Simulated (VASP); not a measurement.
# Ta5O in VASP: single point with PBEsol

Aim: the single point of Ta5O with PBEsol.

All numbers are computed with VASP 6.6.1; they aren't measurements. Logs are shortened: lines on timing, memory, paths and dates and some standing lists are left out, and cuts for length are marked.

## 1. The cell of the first run

The cell holds a slab with vacuum, 6 atoms: a = 3.281 Å, b = 3.281 Å, c = 25.561 Å, α = 90.00°, β = 90.00°, γ = 90.00°.

## 2. Single point, PBEsol

The input, INCAR:

```
  PREC = Accurate
  ENCUT = 520
  EDIFF = 1E-6
  ISMEAR = 0
  SIGMA = 0.1
  LREAL = False
  LASPH = True
  NELM = 60
  ALGO = Normal
  ISIF = 2
  LWAVE = False
  LCHARG = False
  LDIPOL = True
  IDIPOL = 3
  DIPOL = 0.5 0.5 0.486
  GGA = PS
  NBANDS = 40
```

The input, KPOINTS:

```
Automatic mesh
0
Gamma
  9 9 1
```

The input, POSCAR:

```
Ta5O
1.0
    3.2805195245      0.0000000000      0.0000000000
    0.0000000000      3.2805195245      0.0000000000
    0.0000000000      0.0000000000     25.5610390491
Ta O
5 1
Direct
    0.5000000000      0.5000000000      0.3325373427
    0.0000000000      0.0000000000      0.3967076512
    0.5000000000      0.5000000000      0.4611411134
    0.0000000000      0.0000000000      0.5263369579
    0.5000000000      0.5000000000      0.5815099130
    0.8333333333      0.8333333333      0.6201091594
```

Potentials or basis: VASP PAW PBE potentials, release 64 (Ta_pv, O).

On the command line:

```
cat potpaw_PBE.64/Ta_pv/POTCAR potpaw_PBE.64/O/POTCAR > POTCAR
mpirun -np 1 vasp_std > vasp.out
```

OUTCAR:

```text
PREC = Accurate
   ENCUT = 520
   EDIFF = 1E-6
   ISMEAR = 0
   LREAL = False
   LASPH = True
   NELM = 60
   ISIF = 2
   GGA = PS

 ion  position               nearest neighbor table
   1  0.500  0.500  0.333-   2 2.84   2 2.84   2 2.84   2 2.84   3 3.29
   2  0.000  0.000  0.397-   1 2.84   1 2.84   1 2.84   1 2.84   3 2.84   3 2.84   3 2.84   3 2.84
                             4 3.31
   3  0.500  0.500  0.461-   2 2.84   2 2.84   2 2.84   2 2.84   4 2.86   4 2.86   4 2.86   4 2.86
                             5 3.08   1 3.29
   4  0.000  0.000  0.526-   6 2.52   5 2.71   5 2.71   5 2.71   5 2.71   3 2.86   3 2.86   3 2.86
                             3 2.86   2 3.31
   5  0.500  0.500  0.582-   6 1.83   6 2.64   6 2.64   4 2.71   4 2.71   4 2.71   4 2.71   3 3.08

   6  0.833  0.833  0.620-   5 1.83   4 2.52   5 2.64   5 2.64

  LATTYP: Found a simple tetragonal cell.
 ALAT       =     3.2805195245
 C/A-ratio  =     7.7917655598

  Lattice vectors:

 A1 = (   3.2805195245,   0.0000000000,   0.0000000000)
 A2 = (   0.0000000000,   3.2805195245,   0.0000000000)
 A3 = (   0.0000000000,   0.0000000000,  25.5610390491)

Analysis of symmetry for initial positions (statically):
=====================================================================
 Subroutine PRICEL returns:
 Original cell was already a primitive cell.

 Routine SETGRP: Setting up the symmetry group for a
 simple tetragonal supercell.

 Subroutine GETGRP returns: Found  2 space group operations
 (whereof  2 operations were pure point group operations)
 out of a pool of 16 trial point group operations.

The static configuration has the point symmetry C_1h.

Analysis of symmetry for dynamics (positions and initial velocities):
=====================================================================
 Subroutine PRICEL returns:
 Original cell was already a primitive cell.

 Routine SETGRP: Setting up the symmetry group for a
 simple tetragonal supercell.

 Subroutine GETGRP returns: Found  2 space group operations
 (whereof  2 operations were pure point group operations)
 out of a pool of 16 trial point group operations.

The dynamic configuration has the point symmetry C_1h.

 Subroutine INISYM returns: Found  2 space group operations
 (whereof  2 operations are pure point group operations),
 and found     1 'primitive' translations

----------------------------------------------------------------------------------------

                                     Primitive cell

  volume of cell :     275.0830

  direct lattice vectors                    reciprocal lattice vectors
     3.280519524  0.000000000  0.000000000     0.304829766  0.000000000  0.000000000
     0.000000000  3.280519524  0.000000000     0.000000000  0.304829766  0.000000000
     0.000000000  0.000000000 25.561039049     0.000000000  0.000000000  0.039122040

  length of vectors
     3.280519524  3.280519524 25.561039049     0.304829766  0.304829766  0.039122040

  position of ions in fractional coordinates (direct lattice)
     0.500000000  0.500000000  0.332537343
     0.000000000  0.000000000  0.396707651
     0.500000000  0.500000000  0.461141113
     0.000000000  0.000000000  0.526336958
     0.500000000  0.500000000  0.581509913
     0.833333333  0.833333333  0.620109159

  ion indices of the primitive-cell ions
   primitive index   ion index
                 1           1
                 2           2
                 3           3
                 4           4
                 5           5
                 6           6

----------------------------------------------------------------------------------------

 KPOINTS: Automatic mesh

Automatic generation of k-mesh.
 Grid dimensions read from file:
 generate k-points for:    9    9    1

 Generating k-lattice:

  Cartesian coordinates                     Fractional coordinates (reciprocal lattice)
     0.033869974  0.000000000  0.000000000     0.111111111  0.000000000  0.000000000
     0.000000000  0.033869974  0.000000000     0.000000000  0.111111111  0.000000000
     0.000000000  0.000000000  0.039122040     0.000000000  0.000000000  1.000000000

  Length of vectors
     0.033869974  0.033869974  0.039122040

  Shift w.r.t. Gamma in fractional coordinates (k-lattice)
     0.000000000  0.000000000  0.000000000

 Subroutine IBZKPT returns following result:
 ===========================================

 Found     25 irreducible k-points:

 Following reciprocal coordinates:
            Coordinates               Weight
  0.000000  0.000000  0.000000      1.000000
  0.111111  0.000000  0.000000      4.000000
  0.222222  0.000000  0.000000      4.000000
  0.333333  0.000000  0.000000      4.000000
  0.444444  0.000000  0.000000      4.000000
  0.111111  0.111111  0.000000      2.000000
[... 16 lines left out ...]
 -0.333333  0.444444  0.000000      4.000000
  0.444444  0.444444  0.000000      2.000000
   k-points           NKPTS =     25   k-points in BZ     NKDIM =     25   number of bands    NBANDS=     40
   number of dos      NEDOS =    301   number of ions     NIONS =      6
   total plane-waves  NPLWV = 110592
   dimension x,y,z NGX =    24 NGY =   24 NGZ =  192
   dimension x,y,z NGXF=    48 NGYF=   48 NGZF=  384
   ions per type =               5   1
   NGX,Y,Z   is equivalent  to a cutoff of  12.16, 12.16, 12.49 a.u.
   NGXF,Y,Z  is equivalent  to a cutoff of  24.32, 24.32, 24.97 a.u.
 SYSTEM =  unknown system
   PREC   = accura    normal or accurate (medium, high low for compatibility)
   ISTART =      0    job   : 0-new  1-cont  2-samecut
   ICHARG =      2    charge: 1-file 2-atom 10-const
   ISPIN  =      1    spin polarized calculation?
   LNONCOLLINEAR =      F non collinear calculations
   LSORBIT =      F    spin-orbit coupling
   LASPH  =      T    aspherical Exc in radial PAW
   ENCUT  =  520.0 eV  38.22 Ry    6.18 a.u.   6.10  6.10 47.53*2*pi/ulx,y,z
   NELM   =     60;   NELMIN=  2; NELMDL= -5     # of ELM steps
   EDIFF  = 0.1E-05   stopping-criterion for ELM
   LREAL  =      F    real-space projection
   EDIFFG = 0.1E-04   stopping-criterion for IOM
   NSW    =      0    number of steps for IOM
   IBRION =     -1    ionic relax: 0-MD 1-quasi-New 2-CG
   NFREE  =      0    steps in history (QN), initial steepest desc. (CG)
   ISIF   =      2    stress and relaxation
   ISYM   =      2    0-nonsym 1-usesym 2-fastsym
   POTIM  = 0.5000    time-step for ionic-motion
   TEBEG  =    0.0;   TEEND  =   0.0 temperature during run
   PSTRESS=    0.0 pullay stress
   NELECT =      61.0000    total number of electrons
   NUPDOWN=      -1.0000    fix difference up-down
   EMIN   =  10.00;   EMAX   =-10.00  energy-range for DOS
   EFERMI =   0.00;   METHOD = LEGACY
   ISMEAR =     0;   SIGMA  =   0.10  broadening in eV -4-tet -1-fermi 0-gaus
   EFERMI_NEDOS =   21; number of points for ismear=-14 and -15
   IALGO  =     38    algorithm
   IMIX   =      4    mixing-type and parameters
     AMIX     =   0.40;   BMIX     =  1.00
     AMIX_MAG =   1.60;   BMIX_MAG =  1.00
  volume/ion in A,a.u.               =      45.85       309.39
  Fermi-wavevector in a.u.,A,eV,Ry     =   0.990901  1.872531 13.359349  0.981884
  Thomas-Fermi vector in A             =   2.122604
   LORBIT       =      0    0 simple, 1 ext, 2 COOP (PROOUT), +10 PAW based schemes
   GGA     = PS    functional components
   LHFCALC =     F    Hartree Fock is set to
   AEXX    =    0.0000 exact exchange contribution
   IVDW    =     0    specifies the selected vdW correction
   LEPSILON=     F    determine dielectric tensor
   LRPA    =     F    only Hartree local field effects (RPA)
 non-spin polarized calculation
 Gauss-broadening in eV      SIGMA  =   0.10
  energy-cutoff  :      520.00
  volume of cell :      275.08
 maximum number of plane-waves:      7464
   NGX = 13   NGY = 13   NGZ = 95

 dipolmoment           0.000000      0.000000     -0.018841 electrons x Angstroem

 number of electron      61.0000015 magnetization

 dipolmoment           0.000000      0.000000      0.052248 electrons x Angstroem

 Free energy of the ion-electron system (eV)
  ---------------------------------------------------
  ext. energy  EPLUGINS =         0.00000000
  ---------------------------------------------------
  free energy    TOTEN  =       -67.61555666 eV

  energy without entropy =      -67.59747577  energy(sigma->0) =      -67.60651621

 E-fermi :  -0.8600     XC(G=0):  -5.1797

 val. band max:       -0.8843847503   @ k =   0.4444   0.4444   0.0000
 cond. band min:      -0.8484502903   @ k =   0.4444   0.4444   0.0000
 fundamental gap:      0.0359344600
 Fermi energy:        -0.8600333695

 k-point     1 :       0.0000    0.0000    0.0000
  band No.  band energies     occupation
      1     -35.7771      2.00000
      2     -35.6636      2.00000
      3     -35.5222      2.00000
      4     -35.4885      2.00000
      5     -35.4878      2.00000
      6     -35.4757      2.00000
[... 32 lines left out ...]
     39       1.7737      0.00000
     40       2.0865      0.00000

 k-point     2 :       0.1111    0.0000    0.0000
  band No.  band energies     occupation
      1     -35.7925      2.00000
      2     -35.6673      2.00000
      3     -35.5379      2.00000
      4     -35.5151      2.00000
      5     -35.4927      2.00000
      6     -35.4740      2.00000
[... 32 lines left out ...]
     39       1.7344      0.00000
     40       2.3141      0.00000

 k-point     3 :       0.2222    0.0000    0.0000
  band No.  band energies     occupation
      1     -35.8434      2.00000
      2     -35.6790      2.00000
      3     -35.5952      2.00000
      4     -35.5754      2.00000
      5     -35.4872      2.00000
      6     -35.4556      2.00000
[... 853 lines left out ...]
  band No.  band energies     occupation
      1     -36.0094      2.00000
      2     -35.7338      2.00000
      3     -35.7086      2.00000
      4     -35.6816      2.00000
      5     -35.5848      2.00000
      6     -35.4894      2.00000
[... 32 lines left out ...]
     39       3.1481      0.00000
     40       3.4134      0.00000

 k-point    24 :       0.4444    0.4444    0.0000
  band No.  band energies     occupation
      1     -36.0362      2.00000
      2     -35.7809      2.00000
      3     -35.7193      2.00000
      4     -35.7057      2.00000
      5     -35.5880      2.00000
      6     -35.4708      2.00000
[... 32 lines left out ...]
     39       3.3348      0.00000
     40       3.6506      0.00000

 [... further k-points ...]

------------------------ aborting loop because EDIFF is reached ----------------------------------------

 vacuum level on the upper side and lower side of the slab       (xc-potential included)         0.296        -0.522

  FORCE on cell =-STRESS in cart. coord.  units (eV):
  Direction    XX          YY          ZZ          XY          YZ          ZX
  --------------------------------------------------------------------------------------
  -------------------------------------------------------------------------------------
  Total       -1.4345568     -1.4345568      0.2979678      2.6055255      2.2094039      2.2094055
  in kB       -8.3553486     -8.3553486      1.7354661     15.1754699     12.8683228     12.8683321
  external PRESSURE =      -4.9917437 kB  Pullay stress =       0.0000000 kB

 VOLUME and BASIS-vectors are now :
 -----------------------------------------------------------------------------
  energy-cutoff  :      520.00
  volume of cell :      275.08
      direct lattice vectors                 reciprocal lattice vectors
     3.280519524  0.000000000  0.000000000     0.304829766  0.000000000  0.000000000
     0.000000000  3.280519524  0.000000000     0.000000000  0.304829766  0.000000000
     0.000000000  0.000000000 25.561039049     0.000000000  0.000000000  0.039122040

 POSITION                                       TOTAL-FORCE (eV/Angst)
 -----------------------------------------------------------------------------------
      1.64026      1.64026      8.50000        -0.078735     -0.078735      1.332124
      0.00000      0.00000     10.14026         0.124857      0.124857     -1.211506
      1.64026      1.64026     11.78725         0.101726      0.101726     -0.269367
      0.00000      0.00000     13.45372        -0.637595     -0.637595     -1.534883
      1.64026      1.64026     14.86400        -1.245763     -1.245763      1.566787
      2.73377      2.73377     15.85063         1.735511      1.735511      0.116845
 -----------------------------------------------------------------------------------
    total drift:                               -0.000081     -0.000081      0.000725

  FREE ENERGIE OF THE ION-ELECTRON SYSTEM (eV)
  ---------------------------------------------------
  free  energy   TOTEN  =       -67.6155566602 eV

  energy  without entropy=      -67.5974757692  energy(sigma->0) =      -67.60651621

 vacuum level on the upper side and lower side of the slab         4.017         3.202
```

It took 3.8 min on 1 thread of Intel Xeon 6975P-C (Granite Rapids), shared host; peak memory 0.45 GiB.

Results:

| Quantity | Value |
| --- | --- |
| Free energy | -67.6156 eV |
| Largest force | 2.457 eV/Å |
| Band gap on the k mesh | zero (an odd number of electrons rules out a gap without spin polarisation) |

Forces in eV/Å, atoms in the order of the input:
```
Ta  -0.079 -0.079  1.332
Ta   0.125  0.125 -1.212
Ta   0.102  0.102 -0.269
Ta  -0.638 -0.638 -1.535
Ta  -1.246 -1.246  1.567
O    1.736  1.736  0.117
```

Levels at points of the mesh, in eV from the Fermi level:
| k point | band 28 | band 29 | band 30 | band 31 | band 32 | band 33 | band 34 | band 35 |
| --- | --- | --- | --- | --- | --- | --- | --- | --- |
| (0.00, 0.00, 0.00) | -0.11 | 0.40 | 0.41 | 0.58 | 0.60 | 0.82 | 1.01 | 1.17 |

Caveat: the PAW data sets were made with another functional, which shifts forces and pressure a little; spin-orbit coupling is left out, which moves the levels of the heavy elements; an odd number of electrons without spin polarisation forces a metal; a magnetic or distorted state may lie lower.
